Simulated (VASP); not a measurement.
A run of VASP 6.6.1 is set up as follows.

File INCAR:

```
SYSTEM = Ru
  PREC = Accurate
  ENCUT = 520
  EDIFF = 1E-6
  ISMEAR = 0
  SIGMA = 0.15
  LREAL = .FALSE.
  LASPH = .TRUE.
  NELM = 80
  ALGO = Fast
  ISIF = 2
  LWAVE = .FALSE.
  LCHARG = .TRUE.
  GGA = PS
  LELF = .TRUE.
  LVHAR = .TRUE.
  NBANDS = 21
```

KPOINTS

```
regular mesh
0
G
  18 18 10
  0 0 0
```

The input POSCAR:

```
Ru
1.0
    2.7972721434      0.0000000000      0.0000000000
   -1.3986360717      2.4225087375      0.0000000000
    0.0000000000      0.0000000000      4.2523798378
Ru
2
Direct
    0.3333333333      0.6666666667      0.2500000000
    0.6666666667      0.3333333333      0.7500000000
```

Potentials or basis: VASP PAW PBE potentials, release 64 (Ru_pv).

Launch:

```bash
$ cat potpaw_PBE.64/Ru_pv/POTCAR > POTCAR
$ mpirun -np 1 vasp_std > vasp.out
```

Problem. What does it give for the band gap on the k mesh?

Solution. Zero (band 14 reaches 12.97 eV, above the bottom of band 15 at 10.03 eV).

Problem. Estimate the pressure.

Solution. -21.8 GPa.

Stress tensor (GPa, compression positive):
```
-25.90   0.00   0.00
  0.00 -25.90   0.00
  0.00   0.00 -13.47
```

Caveat: the PAW data sets were made with another functional, which shifts forces and pressure a little.
